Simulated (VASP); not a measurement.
# C (C2/m) in VASP: notebook

Runs on C. Level: PBEsol+D3(BJ). Tasks: single point.

Everything below comes from runs of VASP 6.6.1. Logs are shortened: lines on timing, memory, paths and dates and some standing lists are left out, and cuts for length are marked.

### 1 The cell of the first run

Symmetry: C2/m, No. 12, monoclinic system. The conventional cell has a = 4.258 Å, b = 2.458 Å, c = 3.577 Å, α = 90.00°, β = 113.38°, γ = 90.00°. Within 1.8 Å of C (site symmetry m) lie 3 C at 1.34 to 1.46 Å.

### 2 Single point, PBEsol+D3(BJ) (mode 4 frozen in at +0.000 Å and mode 6 at -0.040 Å (largest displacements))

Contents of INCAR:

```
SYSTEM = C
  PREC = Accurate
  ENCUT = 520
  EDIFF = 1E-7
  ISMEAR = 0
  SIGMA = 0.05
  LREAL = .FALSE.
  LASPH = .TRUE.
  NELM = 80
  ALGO = Normal
  ISIF = 2
  LWAVE = .FALSE.
  LCHARG = .TRUE.
  GGA = PS
  IVDW = 12
  LELF = .TRUE.
  LVHAR = .TRUE.
  NBANDS = 11
```

Contents of KPOINTS:

```
Automatic mesh
0
G
  15 15 15
  0 0 0
```

Contents of POSCAR:

```
C
1.0
    1.2290461105      0.7095901028      3.2829684898
   -1.2290461105      0.7095901028      3.2829684898
    0.0000000000     -1.4191802055      3.2829684898
C
2
Direct
    0.1571885209      0.1571885209      0.1853738069
    0.8428114791      0.8428114791      0.8146261931
```

Potentials or basis: VASP PAW PBE potentials, release 64 (C).

Started as:

```
$ cat potpaw_PBE.64/C/POTCAR > POTCAR
$ mpirun -np 1 vasp_std > vasp.out
```

OUTCAR:

```text
SYSTEM = C
   PREC = Accurate
   ENCUT = 520
   EDIFF = 1E-7
   ISMEAR = 0
   LREAL = .FALSE.
   LASPH = .TRUE.
   NELM = 80
   ISIF = 2
   GGA = PS
   IVDW = 12
 IVDW          = 12

 ion  position               nearest neighbor table
   1  0.157  0.157  0.185-   2 1.34   2 1.46   2 1.46
   2  0.843  0.843  0.815-   1 1.34   1 1.46   1 1.46

  LATTYP: Found a trigonal (rhomboedric) cell.
 ALAT       =     3.5765842029
 COS(alpha) =     0.7638274378

  Lattice vectors:

 A1 = (   1.2290461105,   0.7095901028,   3.2829684898)
 A2 = (  -1.2290461105,   0.7095901028,   3.2829684898)
 A3 = (   0.0000000000,  -1.4191802055,   3.2829684898)

Analysis of symmetry for initial positions (statically):
=====================================================================
 Subroutine PRICEL returns:
 Original cell was already a primitive cell.

 Routine SETGRP: Setting up the symmetry group for a
 trigonal (rhombohedral) supercell.

 Subroutine GETGRP returns: Found  4 space group operations
 (whereof  4 operations were pure point group operations)
 out of a pool of 12 trial point group operations.

The static configuration has the point symmetry C_2h.

Analysis of symmetry for dynamics (positions and initial velocities):
=====================================================================
 Subroutine PRICEL returns:
 Original cell was already a primitive cell.

 Routine SETGRP: Setting up the symmetry group for a
 trigonal (rhombohedral) supercell.

 Subroutine GETGRP returns: Found  4 space group operations
 (whereof  4 operations were pure point group operations)
 out of a pool of 12 trial point group operations.

The dynamic configuration has the point symmetry C_2h.

 Subroutine INISYM returns: Found  4 space group operations
 (whereof  4 operations are pure point group operations),
 and found     1 'primitive' translations

----------------------------------------------------------------------------------------

                                     Primitive cell

  volume of cell :      17.1788

  direct lattice vectors                    reciprocal lattice vectors
     1.229046110  0.709590103  3.282968490     0.406819562  0.234877383  0.101534125
    -1.229046110  0.709590103  3.282968490    -0.406819562  0.234877383  0.101534125
     0.000000000 -1.419180206  3.282968490     0.000000000 -0.469754767  0.101534125

  length of vectors
     3.576584203  3.576584203  3.576584203     0.480602455  0.480602455  0.480602455

  position of ions in fractional coordinates (direct lattice)
     0.157188521  0.157188521  0.185373807
     0.842811479  0.842811479  0.814626193

  ion indices of the primitive-cell ions
   primitive index   ion index
                 1           1
                 2           2

----------------------------------------------------------------------------------------

 KPOINTS: Automatic mesh

Automatic generation of k-mesh.
 Grid dimensions read from file:
 generate k-points for:   15   15   15

 Generating k-lattice:

  Cartesian coordinates                     Fractional coordinates (reciprocal lattice)
     0.027121304  0.015658492  0.006768942     0.066666667  0.000000000  0.000000000
    -0.027121304  0.015658492  0.006768942     0.000000000  0.066666667  0.000000000
     0.000000000 -0.031316984  0.006768942     0.000000000  0.000000000  0.066666667

  Length of vectors
     0.032040164  0.032040164  0.032040164

  Shift w.r.t. Gamma in fractional coordinates (k-lattice)
     0.000000000  0.000000000  0.000000000

 Subroutine IBZKPT returns following result:
 ===========================================

 Found    904 irreducible k-points:

 Following reciprocal coordinates:
            Coordinates               Weight
  0.000000  0.000000  0.000000      1.000000
  0.066667  0.000000  0.000000      4.000000
  0.000000  0.000000  0.066667      2.000000
  0.133333 -0.000000  0.000000      4.000000
  0.000000  0.000000  0.133333      2.000000
  0.200000  0.000000 -0.000000      4.000000
[... 16 lines left out ...]
  0.066667 -0.000000  0.200000      4.000000
  0.266667  0.066667 -0.000000      4.000000
 [... further k-points ...]
   k-points           NKPTS =    904   k-points in BZ     NKDIM =    904   number of bands    NBANDS=     11
   number of dos      NEDOS =    301   number of ions     NIONS =      2
   total plane-waves  NPLWV =  21952
   dimension x,y,z NGX =    28 NGY =   28 NGZ =   28
   dimension x,y,z NGXF=    56 NGYF=   56 NGZF=   56
   ions per type =               2
   NGX,Y,Z   is equivalent  to a cutoff of  13.01, 13.01, 13.01 a.u.
   NGXF,Y,Z  is equivalent  to a cutoff of  26.03, 26.03, 26.03 a.u.
 SYSTEM =  C
   PREC   = accura    normal or accurate (medium, high low for compatibility)
   ISTART =      0    job   : 0-new  1-cont  2-samecut
   ICHARG =      2    charge: 1-file 2-atom 10-const
   ISPIN  =      1    spin polarized calculation?
   LNONCOLLINEAR =      F non collinear calculations
   LSORBIT =      F    spin-orbit coupling
   LASPH  =      T    aspherical Exc in radial PAW
   ENCUT  =  520.0 eV  38.22 Ry    6.18 a.u.   6.65  6.65  6.65*2*pi/ulx,y,z
   NELM   =     80;   NELMIN=  2; NELMDL= -5     # of ELM steps
   EDIFF  = 0.1E-06   stopping-criterion for ELM
   LREAL  =      F    real-space projection
   EDIFFG = 0.1E-05   stopping-criterion for IOM
   NSW    =      0    number of steps for IOM
   IBRION =     -1    ionic relax: 0-MD 1-quasi-New 2-CG
   NFREE  =      0    steps in history (QN), initial steepest desc. (CG)
   ISIF   =      2    stress and relaxation
   ISYM   =      2    0-nonsym 1-usesym 2-fastsym
   POTIM  = 0.5000    time-step for ionic-motion
   TEBEG  =    0.0;   TEEND  =   0.0 temperature during run
   PSTRESS=    0.0 pullay stress
   NELECT =       8.0000    total number of electrons
   NUPDOWN=      -1.0000    fix difference up-down
   EMIN   =  10.00;   EMAX   =-10.00  energy-range for DOS
   EFERMI =   0.00;   METHOD = LEGACY
   ISMEAR =     0;   SIGMA  =   0.05  broadening in eV -4-tet -1-fermi 0-gaus
   EFERMI_NEDOS =   21; number of points for ismear=-14 and -15
   IALGO  =     38    algorithm
   IMIX   =      4    mixing-type and parameters
     AMIX     =   0.40;   BMIX     =  1.00
     AMIX_MAG =   1.60;   BMIX_MAG =  1.00
  volume/ion in A,a.u.               =       8.59        57.96
  Fermi-wavevector in a.u.,A,eV,Ry     =   1.268938  2.397944 21.908137  1.610203
  Thomas-Fermi vector in A             =   2.402006
   LORBIT       =      0    0 simple, 1 ext, 2 COOP (PROOUT), +10 PAW based schemes
   GGA     = PS    functional components
   LHFCALC =     F    Hartree Fock is set to
   AEXX    =    0.0000 exact exchange contribution
   IVDW    =    12    specifies the selected vdW correction
   LEPSILON=     F    determine dielectric tensor
   LRPA    =     F    only Hartree local field effects (RPA)
 non-spin polarized calculation
 Gauss-broadening in eV      SIGMA  =   0.05
  energy-cutoff  :      520.00
  volume of cell :       17.18
 maximum number of plane-waves:       476
   NGX = 13   NGY = 13   NGZ = 13

 number of electron       8.0000000 magnetization

 Free energy of the ion-electron system (eV)
  ---------------------------------------------------
  ext. energy  EPLUGINS =         0.00000000
  ---------------------------------------------------
  free energy    TOTEN  =       -19.09246613 eV

  energy without entropy =      -19.09246613  energy(sigma->0) =      -19.09246613

 E-fermi :   4.8381     XC(G=0): -10.7101

 val. band max:        4.6676310272   @ k =   0.3333   0.0667  -0.2667
 cond. band min:       4.9990002788   @ k =  -0.3333   0.3333   0.0000
 fundamental gap:      0.3313692516
 Fermi energy:         4.8380906899

 k-point     1 :       0.0000    0.0000    0.0000
  band No.  band energies     occupation
      1     -14.8775      2.00000
      2      -1.6714      2.00000
      3       0.7367      2.00000
      4       3.1262      2.00000
      5       9.0487      0.00000
      6      11.6996      0.00000
      7      14.7253      0.00000
      8      16.3619      0.00000
      9      17.9350      0.00000
     10      27.3654      0.00000
     11      30.6356      0.00000

 k-point     2 :       0.0667    0.0000    0.0000
  band No.  band energies     occupation
      1     -14.7691      2.00000
      2      -1.5664      2.00000
      3       0.5005      2.00000
      4       2.6879      2.00000
      5       9.1979      0.00000
      6      11.8747      0.00000
      7      15.1464      0.00000
      8      16.0010      0.00000
      9      18.0688      0.00000
     10      27.7112      0.00000
     11      29.4880      0.00000

 k-point     3 :       0.0000    0.0000    0.0667
  band No.  band energies     occupation
      1     -14.7707      2.00000
      2      -1.5605      2.00000
      3       0.3908      2.00000
      4       2.8072      2.00000
      5       9.2041      0.00000
      6      12.2498      0.00000
      7      14.6155      0.00000
      8      15.9391      0.00000
      9      18.1698      0.00000
     10      27.7632      0.00000
     11      30.2176      0.00000

 k-point     4 :       0.1333   -0.0000    0.0000
  band No.  band energies     occupation
      1     -14.4442      2.00000
      2      -1.2532      2.00000
      3      -0.1858      2.00000
      4       1.6280      2.00000
      5       9.6494      0.00000
      6      12.2207      0.00000
      7      14.9935      0.00000
      8      16.2946      0.00000
      9      18.5375      0.00000
     10      27.2471      0.00000
     11      28.6956      0.00000
[... 239 lines left out ...]
 k-point    22 :      -0.2000   -0.0000   -0.0667
  band No.  band energies     occupation
      1     -14.1038      2.00000
      2      -1.0668      2.00000
      3      -0.6508      2.00000
      4       0.6112      2.00000
      5      10.2947      0.00000
      6      12.2658      0.00000
      7      14.2234      0.00000
      8      17.4685      0.00000
      9      19.1048      0.00000
     10      25.2063      0.00000
     11      28.7972      0.00000

 k-point    23 :       0.0667   -0.0000    0.2000
  band No.  band energies     occupation
      1     -14.1169      2.00000
      2      -1.2874      2.00000
      3      -1.0158      2.00000
      4       1.3033      2.00000
      5      10.3546      0.00000
      6      13.8232      0.00000
      7      14.3678      0.00000
      8      14.6774      0.00000
      9      19.4495      0.00000
     10      25.9272      0.00000
     11      29.2849      0.00000

 k-point    24 :       0.2667    0.0667   -0.0000
  band No.  band energies     occupation
      1     -13.4678      2.00000
      2      -2.2750      2.00000
      3      -0.4396      2.00000
      4      -0.1444      2.00000
      5      11.2677      0.00000
      6      12.5052      0.00000
      7      13.1941      0.00000
      8      17.7127      0.00000
      9      20.6434      0.00000
     10      23.8606      0.00000
     11      27.9103      0.00000

 [... further k-points ...]

------------------------ aborting loop because EDIFF is reached ----------------------------------------

 Edisp (eV)   -0.22533

 E8    (eV) :    -0.1096

  FORCE on cell =-STRESS in cart. coord.  units (eV):
  Direction    XX          YY          ZZ          XY          YZ          ZX
  --------------------------------------------------------------------------------------
  -------------------------------------------------------------------------------------
  Total      -0.49206     1.78657     0.01260     0.00000    -0.00827     0.00000
  in kB     -45.89186   166.62402     1.17499     0.00000    -0.77090     0.00000
  external pressure =       40.64 kB  Pullay stress =        0.00 kB

 VOLUME and BASIS-vectors are now :
 -----------------------------------------------------------------------------
  energy-cutoff  :      520.00
  volume of cell :       17.18
      direct lattice vectors                 reciprocal lattice vectors
     1.229046110  0.709590103  3.282968490     0.406819562  0.234877383  0.101534125
    -1.229046110  0.709590103  3.282968490    -0.406819562  0.234877383  0.101534125
     0.000000000 -1.419180206  3.282968490     0.000000000 -0.469754767  0.101534125

 POSITION                                       TOTAL-FORCE (eV/Angst)
 -----------------------------------------------------------------------------------
      0.00000     -0.04000      1.64067         0.000000      4.856575      0.007291
      0.00000      0.04000      8.20824         0.000000     -4.856575     -0.007291
 -----------------------------------------------------------------------------------
    total drift:                               -0.000000      0.000000     -0.000000

  FREE ENERGIE OF THE ION-ELECTRON SYSTEM (eV)
  ---------------------------------------------------
  free  energy   TOTEN  =       -19.3177982813 eV

  energy  without entropy=      -19.3177982802  energy(sigma->0) =      -19.31779828
```

It took 1.7 min on 1 thread of Intel Xeon 6975P-C (Granite Rapids), shared host; peak memory 0.27 GiB.

What came out:

| Property | Result |
| --- | --- |
| Free energy | -19.3178 eV |
| Pressure | 4.1 GPa |
| Largest force | 4.857 eV/Å |
| Band gap on the k mesh | 0.33 eV, indirect (least direct gap 0.39 eV) |
| Dispersion energy per atom | -0.113 eV |

Forces on the atoms (eV/Å):
```
C    0.000  4.857  0.007
C    0.000 -4.857 -0.007
```

Caveat: the cell differs from its parent crystal (mode 4 frozen in at +0.000 Å and mode 6 at -0.040 Å (largest displacements)); the PAW data sets were made with another functional, which shifts forces and pressure a little. A k mesh can miss the band edges.

[end of part 1 of 2]
